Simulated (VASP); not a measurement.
# Ge (I4/mmm) in VASP: further runs

Runs on Ge. Level: PBEsol. Tasks: single point.

Program: VASP 6.6.1. These are calculated values, not measurements. Logs are shortened: lines on timing, memory, paths and dates and some standing lists are left out, and cuts for length are marked.

## 1. The cell of the first run

The structure is tetragonal, space group I4/mmm (No. 139). Conventional cell: a = 2.866 Å, b = 2.866 Å, c = 4.510 Å, α = 90.00°, β = 90.00°, γ = 90.00°. Within 3.8 Å of Ge (site symmetry 4/mmm) lie 12 Ge at 2.87 to 3.03 Å.

## 2. Single point, PBEsol

File INCAR:

```
  PREC = Accurate
  ENCUT = 520
  EDIFF = 1E-7
  ISMEAR = 0
  SIGMA = 0.1
  LREAL = F
  LASPH = T
  NELM = 100
  ALGO = Normal
  ISIF = 2
  LWAVE = F
  LCHARG = T
  GGA = PS
  LELF = T
  LVHAR = T
  NBANDS = 13
```

File KPOINTS:

```
regular mesh
0
Gamma
  26 26 26
```

File POSCAR:

```
Ge
1.0
   -1.4331254963      1.4331254963      2.2549357642
    1.4331254963     -1.4331254963      2.2549357642
    1.4331254963      1.4331254963     -2.2549357642
Ge
1
Direct
    0.0000000000      0.0000000000      0.0000000000
```

Potentials or basis: VASP PAW PBE potentials, release 64 (Ge_d).

Launch:

```sh
$ cat potpaw_PBE.64/Ge_d/POTCAR > POTCAR
$ mpirun -np 1 vasp_std > vasp.out
```

OUTCAR:

```text
PREC = Accurate
   ENCUT = 520
   EDIFF = 1E-7
   ISMEAR = 0
   LREAL = F
   LASPH = T
   NELM = 100
   ISIF = 2
   GGA = PS

 ion  position               nearest neighbor table
   1  0.000  0.000  0.000-

  LATTYP: Found a body centered tetragonal cell.
 ALAT       =     2.8662509926
 C/A-ratio  =     1.5734391510

  Lattice vectors:

 A1 = (  -1.4331254963,   1.4331254963,   2.2549357642)
 A2 = (   1.4331254963,  -1.4331254963,   2.2549357642)
 A3 = (   1.4331254963,   1.4331254963,  -2.2549357642)

Analysis of symmetry for initial positions (statically):
=====================================================================
 Subroutine PRICEL returns:
 Original cell was already a primitive cell.

 Routine SETGRP: Setting up the symmetry group for a
 body centered tetragonal supercell.

 Subroutine GETGRP returns: Found 16 space group operations
 (whereof 16 operations were pure point group operations)
 out of a pool of 16 trial point group operations.

The static configuration has the point symmetry D_4h.

Analysis of symmetry for dynamics (positions and initial velocities):
=====================================================================
 Subroutine PRICEL returns:
 Original cell was already a primitive cell.

 Routine SETGRP: Setting up the symmetry group for a
 body centered tetragonal supercell.

 Subroutine GETGRP returns: Found 16 space group operations
 (whereof 16 operations were pure point group operations)
 out of a pool of 16 trial point group operations.

The dynamic configuration has the point symmetry D_4h.

 Subroutine INISYM returns: Found 16 space group operations
 (whereof 16 operations are pure point group operations),
 and found     1 'primitive' translations

----------------------------------------------------------------------------------------

                                     Primitive cell

  volume of cell :      18.5252

  direct lattice vectors                    reciprocal lattice vectors
    -1.433125496  1.433125496  2.254935764     0.000000000  0.348887799  0.221735806
     1.433125496 -1.433125496  2.254935764     0.348887799  0.000000000  0.221735806
     1.433125496  1.433125496 -2.254935764     0.348887799  0.348887799  0.000000000

  length of vectors
     3.031902485  3.031902485  3.031902485     0.413387789  0.413387789  0.493401857

  position of ions in fractional coordinates (direct lattice)
     0.000000000  0.000000000  0.000000000

  ion indices of the primitive-cell ions
   primitive index   ion index
                 1           1

----------------------------------------------------------------------------------------

 KPOINTS: regular mesh

Automatic generation of k-mesh.
 Grid dimensions read from file:
 generate k-points for:   26   26   26

 Generating k-lattice:

  Cartesian coordinates                     Fractional coordinates (reciprocal lattice)
     0.000000000  0.013418761  0.008528300     0.038461538  0.000000000  0.000000000
     0.013418761  0.000000000  0.008528300     0.000000000  0.038461538  0.000000000
     0.013418761  0.013418761  0.000000000     0.000000000  0.000000000  0.038461538

  Length of vectors
     0.015899530  0.015899530  0.018976994

  Shift w.r.t. Gamma in fractional coordinates (k-lattice)
     0.000000000  0.000000000  0.000000000

 Subroutine IBZKPT returns following result:
 ===========================================

 Found   1330 irreducible k-points:

 Following reciprocal coordinates:
            Coordinates               Weight
  0.000000  0.000000  0.000000      1.000000
  0.038462  0.000000 -0.000000      8.000000
  0.076923  0.000000 -0.000000      8.000000
  0.115385  0.000000  0.000000      8.000000
  0.153846  0.000000 -0.000000      8.000000
  0.192308  0.000000 -0.000000      8.000000
[... 16 lines left out ...]
  0.346154  0.038462  0.000000     16.000000
  0.384615  0.038462  0.000000     16.000000
 [... further k-points ...]
   k-points           NKPTS =   1330   k-points in BZ     NKDIM =   1330   number of bands    NBANDS=     13
   number of dos      NEDOS =    301   number of ions     NIONS =      1
   total plane-waves  NPLWV =  13824
   dimension x,y,z NGX =    24 NGY =   24 NGZ =   24
   dimension x,y,z NGXF=    48 NGYF=   48 NGZF=   48
   ions per type =               1
   NGX,Y,Z   is equivalent  to a cutoff of  13.16, 13.16, 13.16 a.u.
   NGXF,Y,Z  is equivalent  to a cutoff of  26.32, 26.32, 26.32 a.u.
 SYSTEM =  unknown system
   PREC   = accura    normal or accurate (medium, high low for compatibility)
   ISTART =      0    job   : 0-new  1-cont  2-samecut
   ICHARG =      2    charge: 1-file 2-atom 10-const
   ISPIN  =      1    spin polarized calculation?
   LNONCOLLINEAR =      F non collinear calculations
   LSORBIT =      F    spin-orbit coupling
   LASPH  =      T    aspherical Exc in radial PAW
   ENCUT  =  520.0 eV  38.22 Ry    6.18 a.u.   5.64  5.64  5.64*2*pi/ulx,y,z
   NELM   =    100;   NELMIN=  2; NELMDL= -5     # of ELM steps
   EDIFF  = 0.1E-06   stopping-criterion for ELM
   LREAL  =      F    real-space projection
   EDIFFG = 0.1E-05   stopping-criterion for IOM
   NSW    =      0    number of steps for IOM
   IBRION =     -1    ionic relax: 0-MD 1-quasi-New 2-CG
   NFREE  =      0    steps in history (QN), initial steepest desc. (CG)
   ISIF   =      2    stress and relaxation
   ISYM   =      2    0-nonsym 1-usesym 2-fastsym
   POTIM  = 0.5000    time-step for ionic-motion
   TEBEG  =    0.0;   TEEND  =   0.0 temperature during run
   PSTRESS=    0.0 pullay stress
   NELECT =      14.0000    total number of electrons
   NUPDOWN=      -1.0000    fix difference up-down
   EMIN   =  10.00;   EMAX   =-10.00  energy-range for DOS
   EFERMI =   0.00;   METHOD = LEGACY
   ISMEAR =     0;   SIGMA  =   0.10  broadening in eV -4-tet -1-fermi 0-gaus
   EFERMI_NEDOS =   21; number of points for ismear=-14 and -15
   IALGO  =     38    algorithm
   IMIX   =      4    mixing-type and parameters
     AMIX     =   0.40;   BMIX     =  1.00
     AMIX_MAG =   1.60;   BMIX_MAG =  1.00
  volume/ion in A,a.u.               =      18.53       125.01
  Fermi-wavevector in a.u.,A,eV,Ry     =   1.491180  2.817921 30.254143  2.223617
  Thomas-Fermi vector in A             =   2.603868
   LORBIT       =      0    0 simple, 1 ext, 2 COOP (PROOUT), +10 PAW based schemes
   GGA     = PS    functional components
   LHFCALC =     F    Hartree Fock is set to
   AEXX    =    0.0000 exact exchange contribution
   IVDW    =     0    specifies the selected vdW correction
   LEPSILON=     F    determine dielectric tensor
   LRPA    =     F    only Hartree local field effects (RPA)
 non-spin polarized calculation
 Gauss-broadening in eV      SIGMA  =   0.10
  energy-cutoff  :      520.00
  volume of cell :       18.53
 maximum number of plane-waves:       517
   NGX = 11   NGY = 11   NGZ = 11

 number of electron      13.9999993 magnetization

 Free energy of the ion-electron system (eV)
  ---------------------------------------------------
  ext. energy  EPLUGINS =         0.00000000
  ---------------------------------------------------
  free energy    TOTEN  =        -4.66034069 eV

  energy without entropy =       -4.65865626  energy(sigma->0) =       -4.65949848

 E-fermi :   6.9233     XC(G=0): -11.5268

 val. band max:        6.9190276207   @ k =  -0.3462   0.4615   0.1154
 cond. band min:       6.9453558873   @ k =  -0.3462   0.3846   0.0385
 fundamental gap:      0.0263282666
 Fermi energy:         6.9233185680

 k-point     1 :       0.0000    0.0000    0.0000
  band No.  band energies     occupation
      1     -17.8237      2.00000
      2     -17.7767      2.00000
      3     -17.7767      2.00000
      4     -17.7712      2.00000
      5     -17.7108      2.00000
      6      -6.4847      2.00000
      7      15.9094      0.00000
      8      16.0498      0.00000
      9      16.0498      0.00000
     10      20.6175      0.00000
     11      21.4927      0.00000
     12      21.4927      0.00000
     13      22.1744      0.00000

 k-point     2 :       0.0385    0.0000   -0.0000
  band No.  band energies     occupation
      1     -17.8226      2.00000
      2     -17.7768      2.00000
      3     -17.7760      2.00000
      4     -17.7709      2.00000
      5     -17.7111      2.00000
      6      -6.4471      2.00000
      7      15.5882      0.00000
      8      15.8597      0.00000
      9      16.0152      0.00000
     10      20.6111      0.00000
     11      21.1083      0.00000
     12      21.5855      0.00000
     13      22.9864      0.00000

 k-point     3 :       0.0769    0.0000   -0.0000
  band No.  band energies     occupation
      1     -17.8197      2.00000
      2     -17.7775      2.00000
      3     -17.7739      2.00000
      4     -17.7694      2.00000
      5     -17.7122      2.00000
      6      -6.3341      2.00000
      7      14.5569      0.00000
      8      15.5936      0.00000
      9      15.9200      0.00000
     10      20.2550      0.00000
     11      21.2295      0.00000
     12      21.8519      0.00000
     13      23.4520      0.00000
[... 305 lines left out ...]
 k-point    23 :       0.3462    0.0385    0.0000
  band No.  band energies     occupation
      1     -17.8059      2.00000
      2     -17.7946      2.00000
      3     -17.7616      2.00000
      4     -17.7069      2.00000
      5     -17.7020      2.00000
      6      -3.2342      2.00000
      7       4.4843      2.00000
      8      12.9821      0.00000
      9      14.6381      0.00000
     10      17.8889      0.00000
     11      19.9608      0.00000
     12      21.4167      0.00000
     13      23.9022      0.00000

 k-point    24 :       0.3846    0.0385    0.0000
  band No.  band energies     occupation
      1     -17.8076      2.00000
      2     -17.7955      2.00000
      3     -17.7635      2.00000
      4     -17.7019      2.00000
      5     -17.6937      2.00000
      6      -2.5368      2.00000
      7       3.3161      2.00000
      8      12.7788      0.00000
      9      14.6210      0.00000
     10      17.6942      0.00000
     11      19.9704      0.00000
     12      21.0750      0.00000
     13      23.3951      0.00000

 [... further k-points ...]
[... 5 lines left out ...]
  --------------------------------------------------------------------------------------
  -------------------------------------------------------------------------------------
  Total        0.0083212      0.0083212      0.0117732      0.0000000     -0.0000000      0.0000000
  in kB        0.7196736      0.7196736      1.0182244      0.0000000     -0.0000000      0.0000000
  external PRESSURE =       0.8191906 kB  Pullay stress =       0.0000000 kB

 VOLUME and BASIS-vectors are now :
 -----------------------------------------------------------------------------
  energy-cutoff  :      520.00
  volume of cell :       18.53
      direct lattice vectors                 reciprocal lattice vectors
    -1.433125496  1.433125496  2.254935764     0.000000000  0.348887799  0.221735806
     1.433125496 -1.433125496  2.254935764     0.348887799  0.000000000  0.221735806
     1.433125496  1.433125496 -2.254935764     0.348887799  0.348887799  0.000000000

 POSITION                                       TOTAL-FORCE (eV/Angst)
 -----------------------------------------------------------------------------------
      0.00000      0.00000      0.00000         0.000000      0.000000     -0.000000
 -----------------------------------------------------------------------------------
    total drift:                                0.000000      0.000000     -0.000000

  FREE ENERGIE OF THE ION-ELECTRON SYSTEM (eV)
  ---------------------------------------------------
  free  energy   TOTEN  =        -4.6603406937 eV

  energy  without entropy=       -4.6586562614  energy(sigma->0) =       -4.65949848
```

Wall time 95 s (1 thread of Intel Xeon 6975P-C (Granite Rapids), shared host); peak memory 0.39 GiB.

What came out:

* Free energy: -4.6603 eV
* Pressure: 0.1 GPa
* Band gap on the k mesh: zero (band 7 reaches 15.91 eV, above the bottom of band 8 at 3.89 eV)

Caveat: the PAW data sets were made with another functional, which shifts forces and pressure a little.

## 3. Single point, PBEsol

This run uses another cell than the first one, of 18.37 Å³/atom, 0.992 times its volume.

File INCAR:

```
SYSTEM = Ge
PREC = Accurate ; ENCUT = 520
EDIFF = 1E-7 ; ISMEAR = 0
SIGMA = 0.1 ; LREAL = .FALSE.
LASPH = .TRUE. ; NELM = 60
ALGO = Normal ; ISIF = 2
LWAVE = .FALSE. ; LCHARG = .FALSE.
GGA = PS ; NBANDS = 13
```

File KPOINTS:

```
Automatic mesh
0
G
  22 22 22
  0 0 0
```

File POSCAR:

```
Ge
1.0
    0.0000000000      2.2322921813      2.2322176440
    1.8431121154      0.0000000000      2.2322176440
    1.8431121154      2.2322921813      0.0000000000
Ge
1
Direct
    0.0000000000      0.0000000000      0.0000000000
```

Potentials or basis: VASP PAW PBE potentials, release 64 (Ge_d).

Launch:

```sh
$ cat potpaw_PBE.64/Ge_d/POTCAR > POTCAR
$ mpirun -np 1 vasp_std > vasp.out
```

It took 89 s on 1 thread of Intel Xeon 6975P-C (Granite Rapids), shared host; peak memory 0.43 GiB.

The run converged. Its results:

```yaml
Free_energy: -4.6649 eV
Pressure: 0.1 GPa
Band_gap_on_the_k_mesh: zero (band 7 reaches 16.05 eV, above the bottom of band 8 at 4.00 eV)
```

Levels at points of the mesh, in eV from the Fermi level:
| k point | band 3 | band 4 | band 5 | band 6 | band 7 | band 8 | band 9 | band 10 | band 11 | band 12 |
| --- | --- | --- | --- | --- | --- | --- | --- | --- | --- | --- |
| (0.00, 0.00, 0.00) | -24.66 | -24.62 | -24.58 | -13.41 | 9.10 | 9.43 | 9.43 | 14.29 | 14.29 | 15.64 |
| (0.50, 0.00, 0.00) | -24.62 | -24.58 | -24.54 | -7.83 | -5.65 | 5.41 | 7.71 | 10.75 | 10.99 | 16.07 |
| (0.50, 0.50, 0.00) | -24.59 | -24.57 | -24.53 | -6.66 | -5.07 | 3.30 | 4.79 | 7.99 | 8.01 | 23.40 |
| (0.50, 0.00, 0.50) | -24.59 | -24.57 | -24.53 | -6.67 | -5.07 | 3.30 | 4.79 | 7.99 | 8.01 | 23.40 |
| (0.00, 0.50, 0.50) | -24.57 | -24.54 | -24.54 | -3.30 | -2.60 | 0.79 | 0.79 | 4.52 | 5.29 | 27.16 |

Caveat: the PAW data sets were made with another functional, which shifts forces and pressure a little.
